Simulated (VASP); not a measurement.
# SrCl2 (Fm-3m) in VASP: further runs

SrCl2 is run at these levels: r2SCAN; tasks: single point.

Everything below comes from runs of VASP 6.6.1. Logs are shortened: lines on timing, memory, paths and dates and some standing lists are left out, and cuts for length are marked.

### Step 1. The cell of the first run

The structure is cubic, space group Fm-3m (No. 225). Conventional cell: a = 6.365 Å, b = 6.365 Å, c = 6.365 Å, α = 90.00°, β = 90.00°, γ = 90.00°. Sr (site symmetry m-3m) has 8 Cl at 2.76 Å within 3.6 Å. Cl (site symmetry -43m) has 4 Sr at 2.76 Å and 6 Cl at 3.18 Å within 3.6 Å.

### Step 2. Single point, r2SCAN

POSCAR

```
SrCl2
1.0
    0.0000000000      3.1824081765      3.1824081765
    3.1824081765      0.0000000000      3.1824081765
    3.1824081765      3.1824081765      0.0000000000
Sr Cl
1 2
Direct
    0.0000000000      0.0000000000      0.0000000000
    0.2500000000      0.2500000000      0.2500000000
    0.7500000000      0.7500000000      0.7500000000
```

INCAR.step1

```
SYSTEM = SrCl2
PREC = Accurate
ENCUT = 520
ISMEAR = 0
SIGMA = 0.02
LREAL = .FALSE.
LASPH = .TRUE.
NELM = 80
NBANDS = 19
GGA = PE
ALGO = Normal
EDIFF = 1E-4
LWAVE = .TRUE.
LCHARG = .FALSE.
```

INCAR.step2

```
SYSTEM = SrCl2
PREC = Accurate
ENCUT = 520
EDIFF = 1E-6
ISMEAR = 0
SIGMA = 0.02
LREAL = .FALSE.
LASPH = .TRUE.
NELM = 80
ALGO = Normal
ISIF = 2
LWAVE = .FALSE.
LCHARG = .TRUE.
METAGGA = R2SCAN
LMIXTAU = .TRUE.
LELF = .TRUE.
LVHAR = .TRUE.
NBANDS = 19
ISTART = 1
```

KPOINTS

```
regular mesh
0
G
  6 6 6
  0 0 0
```

Potentials or basis: VASP PAW PBE potentials, release 64 (Sr_sv, Cl).

Run with:

```console
> cat potpaw_PBE.64/Sr_sv/POTCAR potpaw_PBE.64/Cl/POTCAR > POTCAR
> cp INCAR.step1 INCAR
> mpirun -np 1 vasp_std > vasp.out
> cp INCAR.step2 INCAR
> mpirun -np 1 vasp_std > vasp.out
```

OUTCAR:

```text
SYSTEM = SrCl2
   PREC = Accurate
   ENCUT = 520
   EDIFF = 1E-6
   ISMEAR = 0
   LREAL = .FALSE.
   LASPH = .TRUE.
   NELM = 80
   ISIF = 2
   METAGGA = R2SCAN
   ISTART = 1

 ion  position               nearest neighbor table
   1  0.000  0.000  0.000-   3 2.76   3 2.76   3 2.76   2 2.76   2 2.76   2 2.76   3 2.76   2 2.76

   2  0.250  0.250  0.250-   1 2.76   1 2.76   1 2.76   1 2.76
   3  0.750  0.750  0.750-   1 2.76   1 2.76   1 2.76   1 2.76

  LATTYP: Found a face centered cubic cell.
 ALAT       =     6.3648163530

  Lattice vectors:

 A1 = (   0.0000000000,   3.1824081765,   3.1824081765)
 A2 = (   3.1824081765,   0.0000000000,   3.1824081765)
 A3 = (   3.1824081765,   3.1824081765,   0.0000000000)

Analysis of symmetry for initial positions (statically):
=====================================================================
 Subroutine PRICEL returns:
 Original cell was already a primitive cell.

 Routine SETGRP: Setting up the symmetry group for a
 face centered cubic supercell.

 Subroutine GETGRP returns: Found 48 space group operations
 (whereof 48 operations were pure point group operations)
 out of a pool of 48 trial point group operations.

The static configuration has the point symmetry O_h .

Analysis of symmetry for dynamics (positions and initial velocities):
=====================================================================
 Subroutine PRICEL returns:
 Original cell was already a primitive cell.

 Routine SETGRP: Setting up the symmetry group for a
 face centered cubic supercell.

 Subroutine GETGRP returns: Found 48 space group operations
 (whereof 48 operations were pure point group operations)
 out of a pool of 48 trial point group operations.

The dynamic configuration has the point symmetry O_h .

 Subroutine INISYM returns: Found 48 space group operations
 (whereof 48 operations are pure point group operations),
 and found     1 'primitive' translations

----------------------------------------------------------------------------------------

                                     Primitive cell

  volume of cell :      64.4611

  direct lattice vectors                    reciprocal lattice vectors
     0.000000000  3.182408177  3.182408177    -0.157113724  0.157113724  0.157113724
     3.182408177  0.000000000  3.182408177     0.157113724 -0.157113724  0.157113724
     3.182408177  3.182408177  0.000000000     0.157113724  0.157113724 -0.157113724

  length of vectors
     4.500604804  4.500604804  4.500604804     0.272128953  0.272128953  0.272128953

  position of ions in fractional coordinates (direct lattice)
     0.000000000  0.000000000  0.000000000
     0.250000000  0.250000000  0.250000000
     0.750000000  0.750000000  0.750000000

  ion indices of the primitive-cell ions
   primitive index   ion index
                 1           1
                 2           2
                 3           3

----------------------------------------------------------------------------------------

 KPOINTS: regular mesh

Automatic generation of k-mesh.
 Grid dimensions read from file:
 generate k-points for:    6    6    6

 Generating k-lattice:

  Cartesian coordinates                     Fractional coordinates (reciprocal lattice)
    -0.026185621  0.026185621  0.026185621     0.166666667  0.000000000  0.000000000
     0.026185621 -0.026185621  0.026185621     0.000000000  0.166666667  0.000000000
     0.026185621  0.026185621 -0.026185621     0.000000000  0.000000000  0.166666667

  Length of vectors
     0.045354825  0.045354825  0.045354825

  Shift w.r.t. Gamma in fractional coordinates (k-lattice)
     0.000000000  0.000000000  0.000000000

 Subroutine IBZKPT returns following result:
 ===========================================

 Found     16 irreducible k-points:

 Following reciprocal coordinates:
            Coordinates               Weight
  0.000000  0.000000  0.000000      1.000000
  0.166667  0.000000  0.000000      8.000000
  0.333333  0.000000  0.000000      8.000000
  0.500000  0.000000  0.000000      4.000000
  0.166667  0.166667  0.000000      6.000000
  0.333333  0.166667  0.000000     24.000000
[... 8 lines left out ...]
 -0.333333  0.333333  0.166667     24.000000
 -0.333333  0.500000  0.166667     12.000000
   k-points           NKPTS =     16   k-points in BZ     NKDIM =     16   number of bands    NBANDS=     19
   number of dos      NEDOS =    301   number of ions     NIONS =      3
   total plane-waves  NPLWV =  46656
   dimension x,y,z NGX =    36 NGY =   36 NGZ =   36
   dimension x,y,z NGXF=    72 NGYF=   72 NGZF=   72
   ions per type =               1   2
   NGX,Y,Z   is equivalent  to a cutoff of  13.30, 13.30, 13.30 a.u.
   NGXF,Y,Z  is equivalent  to a cutoff of  26.60, 26.60, 26.60 a.u.
 SYSTEM =  SrCl2
   PREC   = accura    normal or accurate (medium, high low for compatibility)
   ISTART =      1    job   : 0-new  1-cont  2-samecut
   ICHARG =      0    charge: 1-file 2-atom 10-const
[... 92 lines left out ...]
      5     -12.1776      2.00000
      6     -11.0830      2.00000
[... 11 lines left out ...]
     18      12.2099      0.00000
     19      13.3969      0.00000

 k-point     4 :       0.5000    0.0000    0.0000
  band No.  band energies     occupation
      1     -31.2729      2.00000
      2     -14.0957      2.00000
      3     -12.8688      2.00000
      4     -12.8688      2.00000
      5     -12.3232      2.00000
      6     -10.7789      2.00000
[... 11 lines left out ...]
     18      12.5222      0.00000
     19      13.9458      0.00000

 k-point     5 :       0.1667    0.1667    0.0000
  band No.  band energies     occupation
      1     -31.2855      2.00000
      2     -13.6761      2.00000
      3     -12.8484      2.00000
      4     -12.8484      2.00000
      5     -11.9608      2.00000
      6     -11.5871      2.00000
[... 11 lines left out ...]
     18      12.0596      0.00000
     19      13.3092      0.00000

 k-point     6 :       0.3333    0.1667    0.0000
  band No.  band energies     occupation
      1     -31.2776      2.00000
      2     -13.9557      2.00000
      3     -13.0098      2.00000
      4     -12.8778      2.00000
      5     -11.7626      2.00000
      6     -11.3401      2.00000
[... 11 lines left out ...]
     18      12.6312      0.00000
     19      13.3825      0.00000

 k-point     7 :       0.5000    0.1667    0.0000
  band No.  band energies     occupation
      1     -31.2714      2.00000
      2     -14.0332      2.00000
      3     -13.2943      2.00000
      4     -12.8880      2.00000
      5     -11.7944      2.00000
      6     -10.9199      2.00000
[... 11 lines left out ...]
     18      12.6489      0.00000
     19      13.6762      0.00000

 k-point     8 :      -0.3333    0.1667    0.0000
  band No.  band energies     occupation
      1     -31.2730      2.00000
      2     -13.9760      2.00000
      3     -13.3180      2.00000
      4     -12.8691      2.00000
      5     -11.7234      2.00000
      6     -11.0492      2.00000
[... 80 lines left out ...]
 k-point    12 :      -0.3333    0.3333    0.0000
  band No.  band energies     occupation
      1     -31.2683      2.00000
      2     -13.8856      2.00000
      3     -13.7093      2.00000
      4     -12.9043      2.00000
      5     -11.3685      2.00000
      6     -11.0425      2.00000
[... 11 lines left out ...]
     18      13.3540      0.00000
     19      13.7345      0.00000

 k-point    13 :       0.5000    0.5000    0.0000
  band No.  band energies     occupation
      1     -31.2667      2.00000
      2     -14.3070      2.00000
      3     -12.9447      2.00000
      4     -12.9447      2.00000
      5     -12.0497      2.00000
      6     -10.6586      2.00000
[... 11 lines left out ...]
     18      12.6645      0.00000
     19      12.7647      0.00000

 k-point    14 :       0.5000    0.3333    0.1667
  band No.  band energies     occupation
      1     -31.2714      2.00000
      2     -14.0201      2.00000
      3     -13.3553      2.00000
      4     -12.9019      2.00000
      5     -11.4968      2.00000
      6     -11.1573      2.00000
[... 11 lines left out ...]
     18      12.9287      0.00000
     19      13.8678      0.00000

 k-point    15 :      -0.3333    0.3333    0.1667
  band No.  band energies     occupation
      1     -31.2683      2.00000
      2     -13.9049      2.00000
      3     -13.6795      2.00000
      4     -12.9199      2.00000
      5     -11.3519      2.00000
      6     -11.0540      2.00000
[... 11 lines left out ...]
     18      13.3905      0.00000
     19      13.5965      0.00000

 k-point    16 :      -0.3333    0.5000    0.1667
  band No.  band energies     occupation
      1     -31.2667      2.00000
      2     -14.0876      2.00000
      3     -13.4947      2.00000
      4     -12.9469      2.00000
      5     -11.4885      2.00000
      6     -10.8814      2.00000
[... 11 lines left out ...]
     18      13.6558      0.00000
     19      13.9348      0.00000

------------------------ aborting loop because EDIFF is reached ----------------------------------------

  FORCE on cell =-STRESS in cart. coord.  units (eV):
  Direction    XX          YY          ZZ          XY          YZ          ZX
  --------------------------------------------------------------------------------------
  -------------------------------------------------------------------------------------
  Total        8.1613930      8.1613930      8.1613930      0.0000000      0.0000000      0.0000000
  in kB      202.8510370    202.8510370    202.8510370      0.0000000      0.0000000      0.0000000
  external PRESSURE =     202.8510370 kB  Pullay stress =       0.0000000 kB

 VOLUME and BASIS-vectors are now :
 -----------------------------------------------------------------------------
  energy-cutoff  :      520.00
  volume of cell :       64.46
      direct lattice vectors                 reciprocal lattice vectors
     0.000000000  3.182408177  3.182408177    -0.157113724  0.157113724  0.157113724
     3.182408177  0.000000000  3.182408177     0.157113724 -0.157113724  0.157113724
     3.182408177  3.182408177  0.000000000     0.157113724  0.157113724 -0.157113724

 POSITION                                       TOTAL-FORCE (eV/Angst)
 -----------------------------------------------------------------------------------
      0.00000      0.00000      0.00000         0.000000     -0.000000      0.000000
      1.59120      1.59120      1.59120        -0.000000      0.000000     -0.000000
      4.77361      4.77361      4.77361        -0.000000     -0.000000      0.000000
 -----------------------------------------------------------------------------------
    total drift:                                0.000000      0.000000      0.000000

  FREE ENERGIE OF THE ION-ELECTRON SYSTEM (eV)
  ---------------------------------------------------
  free  energy   TOTEN  =       -34.6503709374 eV

  energy  without entropy=      -34.6503709374  energy(sigma->0) =      -34.65037094
```

Run time: 40 s. Hardware: 1 thread of Intel Xeon 6975P-C (Granite Rapids), shared host; peak memory 0.22 GiB.

What came out:

```
Free energy            : -34.6504 eV
Pressure               : 20.3 GPa
Band gap on the k mesh : 5.68 eV
```

Caveat: the cell stands under pressure; the PAW data sets were made with another functional, which shifts forces and pressure a little.

### Step 3. Single point, r2SCAN

This run uses another cell than the first one, of 23.86 Å³/atom.

POSCAR

```
SrCl2
1.0
    0.0000000000      3.2954782107      3.2954782107
    3.2954782107      0.0000000000      3.2954782107
    3.2954782107      3.2954782107      0.0000000000
Sr Cl
1 2
Direct
    0.0000000000      0.0000000000      0.0000000000
    0.2500000000      0.2500000000      0.2500000000
    0.7500000000      0.7500000000      0.7500000000
```

INCAR.step1

```
SYSTEM = SrCl2
PREC = Accurate ; ENCUT = 520
ISMEAR = 0 ; SIGMA = 0.02
LREAL = .FALSE. ; LASPH = .TRUE.
NELM = 100 ; NBANDS = 19
GGA = PE ; ALGO = Normal
EDIFF = 1E-4 ; LWAVE = .TRUE.
LCHARG = .FALSE.
```

INCAR.step2

```
SYSTEM = SrCl2
PREC = Accurate ; ENCUT = 520
EDIFF = 1E-6 ; ISMEAR = 0
SIGMA = 0.02 ; LREAL = .FALSE.
LASPH = .TRUE. ; NELM = 100
ALGO = Normal ; ISIF = 2
LWAVE = .FALSE. ; LCHARG = .FALSE.
METAGGA = R2SCAN ; LMIXTAU = .TRUE.
NBANDS = 19 ; ISTART = 1
```

KPOINTS

```
Automatic mesh
0
G
  6 6 6
  0 0 0
```

Potentials or basis: VASP PAW PBE potentials, release 64 (Sr_sv, Cl).

Run with:

```console
> cat potpaw_PBE.64/Sr_sv/POTCAR potpaw_PBE.64/Cl/POTCAR > POTCAR
> cp INCAR.step1 INCAR
> mpirun -np 1 vasp_std > vasp.out
> cp INCAR.step2 INCAR
> mpirun -np 1 vasp_std > vasp.out
```

Wall time 42 s (1 thread of Intel Xeon 6975P-C (Granite Rapids), shared host); peak memory 0.21 GiB.

It converged, with:

| Property | Result |
| --- | --- |
| Free energy | -35.3121 eV |
| Pressure | 10.1 GPa |
| Band gap on the k mesh | 5.83 eV |

Levels at points of the mesh, in eV from the valence-band top:
| k point | band 9 | band 10 | band 11 | band 12 | band 13 | band 14 | band 15 | band 16 |
| --- | --- | --- | --- | --- | --- | --- | --- | --- |
| (0.00, 0.00, 0.00) | -2.84 | -0.42 | -0.42 | -0.42 | 6.52 | 6.52 | 6.63 | 9.90 |
| (0.50, 0.00, 0.00) | -1.82 | -1.69 | -1.31 | -1.31 | 7.35 | 7.35 | 8.41 | 8.81 |
| (0.50, 0.50, 0.00) | -2.35 | -0.56 | -0.56 | 0.00 | 5.83 | 8.24 | 8.59 | 9.15 |

Caveat: the cell stands under pressure; the PAW data sets were made with another functional, which shifts forces and pressure a little.

### Step 4. Single point, r2SCAN

This run uses another cell than the first one, of 23.86 Å³/atom.

POSCAR is that of step 3.

INCAR.step1

```
  PREC = Accurate
  ENCUT = 520
  ISMEAR = 0
  SIGMA = 0.02
  LREAL = False
  LASPH = True
  NELM = 100
  NBANDS = 19
  GGA = PE
  ALGO = Normal
  EDIFF = 1E-4
  LWAVE = True
  LCHARG = False
```

INCAR.step2

```
  PREC = Accurate
  ENCUT = 520
  EDIFF = 1E-6
  ISMEAR = 0
  SIGMA = 0.02
  LREAL = False
  LASPH = True
  NELM = 100
  ALGO = Normal
  ISIF = 2
  LWAVE = False
  LCHARG = True
  METAGGA = R2SCAN
  LMIXTAU = True
  LELF = True
  LVHAR = True
  NBANDS = 19
  ISTART = 1
```

KPOINTS

```
regular mesh
0
Gamma
  6 6 6
```

Run with:

```console
> cat potpaw_PBE.64/Sr_sv/POTCAR potpaw_PBE.64/Cl/POTCAR > POTCAR
> cp INCAR.step1 INCAR
> mpirun -np 1 vasp_std > vasp.out
> cp INCAR.step2 INCAR
> mpirun -np 1 vasp_std > vasp.out
```

Wall time 44 s (1 thread of Intel Xeon 6975P-C (Granite Rapids), shared host); peak memory 0.22 GiB.

It converged, with:

```yaml
Free_energy: -35.3121 eV
Pressure: 10.1 GPa
Band_gap_on_the_k_mesh: 5.83 eV
```

Levels at points of the mesh, in eV from the valence-band top:
```csv
k point,band 10,band 11,band 12,band 13,band 14,band 15
"(0.00, 0.00, 0.00)",-0.42,-0.42,-0.42,6.52,6.52,6.63
"(0.50, 0.00, 0.00)",-1.69,-1.31,-1.31,7.35,7.35,8.41
"(0.50, 0.50, 0.00)",-0.56,-0.56,0.00,5.83,8.24,8.59
```

Caveat: the cell stands under pressure; the PAW data sets were made with another functional, which shifts forces and pressure a little. A k mesh can miss the band edges.

### Step 5. Single point, r2SCAN

This run uses another cell than the first one, of 25.67 Å³/atom.

POSCAR

```
SrCl2
1.0
    0.0000000000      3.3769225553      3.3769225553
    3.3769225553      0.0000000000      3.3769225553
    3.3769225553      3.3769225553      0.0000000000
Sr Cl
1 2
Direct
    0.0000000000      0.0000000000      0.0000000000
    0.2500000000      0.2500000000      0.2500000000
    0.7500000000      0.7500000000      0.7500000000
```

INCAR.step1

```
SYSTEM = SrCl2
PREC = Accurate
ENCUT = 520
ISMEAR = 0
SIGMA = 0.02
LREAL = .FALSE.
LASPH = .TRUE.
NELM = 60
NBANDS = 19
GGA = PE
ALGO = Normal
EDIFF = 1E-4
LWAVE = .TRUE.
LCHARG = .FALSE.
```

INCAR.step2

```
SYSTEM = SrCl2
PREC = Accurate
ENCUT = 520
EDIFF = 1E-6
ISMEAR = 0
SIGMA = 0.02
LREAL = .FALSE.
LASPH = .TRUE.
NELM = 60
ALGO = Normal
ISIF = 2
LWAVE = .FALSE.
LCHARG = .FALSE.
METAGGA = R2SCAN
LMIXTAU = .TRUE.
NBANDS = 19
ISTART = 1
```

KPOINTS

```
regular mesh
0
G
  6 6 6
  0 0 0
```

Run with:

```console
> cat potpaw_PBE.64/Sr_sv/POTCAR potpaw_PBE.64/Cl/POTCAR > POTCAR
> cp INCAR.step1 INCAR
> mpirun -np 1 vasp_std > vasp.out
> cp INCAR.step2 INCAR
> mpirun -np 1 vasp_std > vasp.out
```

It took 51 s on 1 thread of Intel Xeon 6975P-C (Granite Rapids), shared host; peak memory 0.22 GiB.

Results (log left out):

```
Free energy            : -35.5685 eV
Pressure               : 5.1 GPa
Band gap on the k mesh : 5.92 eV
```

Levels at points of the mesh, in eV from the valence-band top:
| k point | band 10 | band 11 | band 12 | band 13 | band 14 | band 15 |
| --- | --- | --- | --- | --- | --- | --- |
| (0.00, 0.00, 0.00) | -0.39 | -0.39 | -0.39 | 6.34 | 6.62 | 6.62 |
| (0.50, 0.00, 0.00) | -1.53 | -1.20 | -1.20 | 7.35 | 7.35 | 8.35 |
| (0.50, 0.50, 0.00) | -0.48 | -0.48 | 0.00 | 5.92 | 8.05 | 8.45 |

Caveat: the cell stands under pressure; the PAW data sets were made with another functional, which shifts forces and pressure a little.

### Step 6. Overview

```tsv
cell	gap on the mesh (eV)	pressure (GPa)
a = 4.501 Å, angles 60.0°, 3 atoms	5.68	20.3
a = 4.661 Å, angles 60.0°, 3 atoms	5.83	10.1
a = 4.776 Å, angles 60.0°, 3 atoms	5.92	5.1
```

Alike in all rows: task single point; level r2SCAN; potentials or basis VASP PAW PBE potentials, release 64 (Sr_sv, Cl); no spin polarisation; k mesh 6 × 6 × 6; cutoff (eV) 520; smearing gaussian 0.02 eV.

Caveats: the cell stands under pressure; the PAW data sets were made with another functional, which shifts forces and pressure a little.

Total energies depend on the potentials used, so only differences within one code and one set of settings carry meaning.
